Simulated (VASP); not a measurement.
# SnSe2: single point with r2SCAN

The system is SnSe2.

```
CELL_PARAMETERS angstrom
1.84277 3.19177 0.00000
-1.84277 3.19177 0.00000
0.00000 0.00000 5.38959
ATOMIC_POSITIONS crystal
Sn 0.00000 0.00000 0.00000
Se 0.66670 0.66660 0.27750
Se 0.33330 0.33340 0.72250
```

| Property | Result |
| --- | --- |
| Program | VASP 6.6.1 |
| Task | single point |
| Functional | r2SCAN |
| Potentials or basis | VASP PAW PBE potentials, release 64 (Sn_d, Se) |
| Cutoff | 520 eV |
| k mesh | 11 × 11 × 6 |
| Occupations | fermi-dirac, width 0.1 eV |
| Spin | no spin polarisation |

* Pressure: 18.1 GPa
* Largest force: 0.887 eV/Å
* Band gap on the k mesh: 0.32 eV (least direct gap 1.36 eV)

Forces on the atoms (eV/Å):
```
Sn   0.000  0.000  0.000
Se  -0.002  0.001  0.887
Se   0.002 -0.001 -0.887
```

Stress tensor (GPa, compression positive):
```
17.12  0.00 -0.01
 0.00 17.12  0.00
-0.01  0.00 19.99
```

Levels at points of the mesh, in eV from the valence-band top:
```tsv
k point	band 10	band 11	band 12	band 13	band 14	band 15	band 16	band 17
(0.00, 0.00, 0.00)	-1.61	-1.58	-1.58	-0.05	1.31	2.71	4.64	4.64
(0.00, 0.00, 0.50)	-1.96	-1.96	-1.01	-1.01	2.82	3.08	3.80	3.80
```

Run time: 5.1 min on 1 thread of Intel(R) Xeon(R) 6975P-C (Granite Rapids) (shared host), peak memory 0.37 GiB.

Caveat: the cell stands under pressure; the PAW data sets were made with another functional, which shifts forces and pressure a little; spin-orbit coupling is left out, which moves the levels of the heavy elements; an odd mesh through Γ misses points on the zone boundary, where band edges can lie.
